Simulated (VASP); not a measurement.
Write the native input for VASP 6.6.1 that does the following.

- Task: single point
- Functional: PBE
- Potentials or basis: VASP PAW PBE potentials, release 64 (Cd, Te)
- Cutoff: 400 eV
- k mesh: 1 × 1 × 1
- Occupations: gaussian, width 0.05 eV
- Spin: collinear spin
- Dipole correction: no
- Further INCAR settings: LREAL = Auto; ALGO = Normal; EDIFF = 1e-06; NBANDS = 276

The structure of Cd27Te26 (a cell with a defect) lies in POSCAR:

```
Cd27Te26
1.0
    0.0000000000      9.6150000000      9.6150000000
    9.6150000000      0.0000000000      9.6150000000
    9.6150000000      9.6150000000      0.0000000000
Cd Te
27 26
Direct
    0.0197220904      0.0195478742      0.0195993465
    0.0192001649      0.0189991274      0.2760948523
    0.0013926710      0.0014959326      0.6653939988
    0.0194531984      0.2752767418      0.0193769327
    0.0033236131      0.3310670178      0.3310144211
    0.0033686248      0.3309480969      0.6679906294
    0.0014492212      0.6651319797      0.0017200038
    0.0033454612      0.6679427732      0.3310024943
    0.0013518813      0.6652637912      0.6653560029
    0.2729612118      0.0201008808      0.0201878234
    0.3311114276      0.0034081431      0.3308174172
    0.3310253532      0.0034803851      0.6680186031
    0.3310459483      0.3307654739      0.0035750601
    0.3334352496      0.3332844595      0.3333190723
    0.3310983658      0.3308203549      0.6680498894
    0.3309939167      0.6679943456      0.0035678029
    0.3311350126      0.6679758739      0.3308510828
    0.3354750642      0.6659415631      0.6660489037
    0.6648310283      0.0016295981      0.0017866626
    0.6680534019      0.0033671700      0.3309372956
    0.6649052540      0.0015289909      0.6654617455
    0.6680468245      0.3308492606      0.0035026979
    0.6680441777      0.3310228552      0.3309840074
    0.6658298316      0.3355654194      0.6660559850
    0.6648455834      0.6652475877      0.0017568008
    0.6658355029      0.6659663482      0.3356501778
    0.6658251556      0.6659443950      0.6660590052
    0.0797594761      0.0797588155      0.4097137603
    0.0797033381      0.0796646939      0.7645758797
    0.0797820023      0.4094808276      0.0797987140
    0.0826810948      0.4168696091      0.4169249618
    0.0797065558      0.4095799099      0.7643830462
    0.0796859531      0.7645443008      0.0797478493
    0.0798076626      0.7640682433      0.4097173357
    0.0837751351      0.7498266425      0.7500258964
    0.4091302459      0.0795687166      0.0796336489
    0.4169746997      0.0825469135      0.4169197609
    0.4092025312      0.0795414800      0.7650746618
    0.4169789276      0.4168982695      0.0826034409
    0.4169679910      0.4168713178      0.4169511205
    0.4153975158      0.4154969123      0.7513025900
    0.4091527069      0.7650109906      0.0796312177
    0.4154079019      0.7511736090      0.4156087607
    0.4153929809      0.7512209271      0.7512951466
    0.7646869063      0.0796044198      0.0797095747
    0.7642297544      0.0797262412      0.4097202597
    0.7496909300      0.0838656319      0.7500454003
    0.7644520892      0.4095021503      0.0797210964
    0.7511301039      0.4155098809      0.4156080395
    0.7511604150      0.4154922628      0.7512561477
    0.7497267596      0.7498896103      0.0839573982
    0.7511442489      0.7511490268      0.4156045499
    0.7496691095      0.7498295987      0.7500324083
```

These files were run (other wordings do the same):

INCAR

```
SYSTEM = Cd27Te26
PREC = Accurate
ENCUT = 400
EDIFF = 1E-6
ISMEAR = 0
SIGMA = 0.05
LREAL = Auto
LASPH = .True.
NELM = 200
ALGO = Normal
ISIF = 2
LWAVE = .False.
LCHARG = .False.
ISPIN = 2
MAGMOM = 0.5 0.5 0 0.5 0 0 0 0 0 0.5 0 0 0 0 0 0 0 0 0 0 0 0 0 0 0 0 0 0 0 0 0 0 0 0 0 0 0 0 0 0 0 0 0 0 0 0 0 0 0 0 0 0 0
LORBIT = 11
GGA = PE
NBANDS = 276
GGA_COMPAT = .False.
NCORE = 4
```

KPOINTS

```
regular mesh
0
Gamma
  1 1 1
  0 0 0
```

Potentials or basis: VASP PAW PBE potentials, release 64 (Cd, Te).

The run is started by

```sh
$ cat potpaw_PBE.64/Cd/POTCAR potpaw_PBE.64/Te/POTCAR > POTCAR
$ mpirun -np 4 vasp_gam > vasp.out
```

Results of the run:

| Property | Result |
| --- | --- |
| Pressure | 3.2 GPa |
| Largest force | 0.019 eV/Å |
| Band gap on the k mesh | 1.16 eV |
| Net moment | 0.00 μB per cell |
| Valence electrons inside the program's atomic spheres | Cd 10.24, 10.30, 10.32, 10.33 (each value once); Te 3.44, 3.47 (each value once) |

Caveat: the k points lie up to 0.57 Å⁻¹ apart; spin-orbit coupling is left out, which moves the levels of the heavy elements.

Wall time 5.3 min on 4 MPI ranks on Intel(R) Xeon(R) Platinum 8488C (Sapphire Rapids), with other jobs on the host, peak memory 0.6 GiB a rank.
